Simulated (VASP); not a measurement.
A run of VASP 6.6.1 is set up as follows.

Contents of INCAR:

```
SYSTEM = Si2N
PREC = Accurate
ENCUT = 600
EDIFF = 1E-7
ISMEAR = 0
SIGMA = 0.1
LREAL = .FALSE.
LASPH = .TRUE.
NELM = 80
ALGO = Normal
ISIF = 3
LWAVE = .FALSE.
LCHARG = .FALSE.
GGA = PE
IBRION = 2
NSW = 90
EDIFFG = -0.04
```

Contents of KPOINTS:

```
regular mesh
0
G
  8 8 8
  0 0 0
```

Contents of POSCAR:

```
Si2N
1.0
   -1.3153737977      1.8039445096      3.9866407791
    1.3153737977     -1.8039445096      3.9866407791
    1.3153737977      1.8039445096     -3.9866407791
Si N
2 1
Direct
    0.8310364363      0.3310364363      0.5000000000
    0.1689635637      0.6689635637      0.5000000000
    0.0000000000      0.0000000000      0.0000000000
```

Potentials or basis: VASP PAW PBE potentials, release 64 (Si, N).

Launch:

```sh
$ cat potpaw_PBE.64/Si/POTCAR potpaw_PBE.64/N/POTCAR > POTCAR
$ mpirun -np 1 vasp_std > vasp.out
```

(1) Predict the space group after relaxing (to 0.05 Å).

(2) Predict the relaxed volume.

## Answers

(1) Immm (No. 71).

(2) 12.58 Å³/atom.

Caveat: the k points lie up to 0.37 Å⁻¹ apart in the final cell.
